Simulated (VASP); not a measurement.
Here is a VASP 6.6.1 calculation.

Contents of INCAR:

```
PREC = Accurate ; ENCUT = 520
EDIFF = 1E-7 ; ISMEAR = 0
SIGMA = 0.02 ; LREAL = False
LASPH = True ; NELM = 80
ALGO = Normal ; ISIF = 2
LWAVE = False ; LCHARG = True
GGA = PE ; LELF = True
LVHAR = True ; NBANDS = 20
```

The input KPOINTS:

```
Automatic mesh
0
Gamma
  12 12 4
```

File POSCAR:

```
SnSe2
1.0
    3.8726281364      0.0000000000      0.0000000000
   -1.9363140682      3.3537943456      0.0000000000
    0.0000000000      0.0000000000      7.1944448272
Sn Se
1 2
Direct
    0.0000000000      0.0000000000      0.0000000000
    0.3333333333      0.6666666667      0.2216653410
    0.6666666667      0.3333333333      0.7783346590
```

Potentials or basis: VASP PAW PBE potentials, release 64 (Sn_d, Se).

Launch:

```console
$ cat potpaw_PBE.64/Sn_d/POTCAR potpaw_PBE.64/Se/POTCAR > POTCAR
$ mpirun -np 1 vasp_std > vasp.out
```

(1) Predict the pressure.

(2) What does it give for the largest force?

(3) Estimate the band gap on the k mesh.

Results:

(1) 0.0 GPa.

(2) 0.011 eV/Å.

(3) 0.71 eV (least direct gap 1.07 eV).

Caveat: semilocal functionals underestimate gaps, and a narrow one can read as zero; spin-orbit coupling is left out, which moves the levels of the heavy elements; this functional lacks dispersion, which binds layers or chains, so the pressure and a relaxed spacing across them are unreliable.
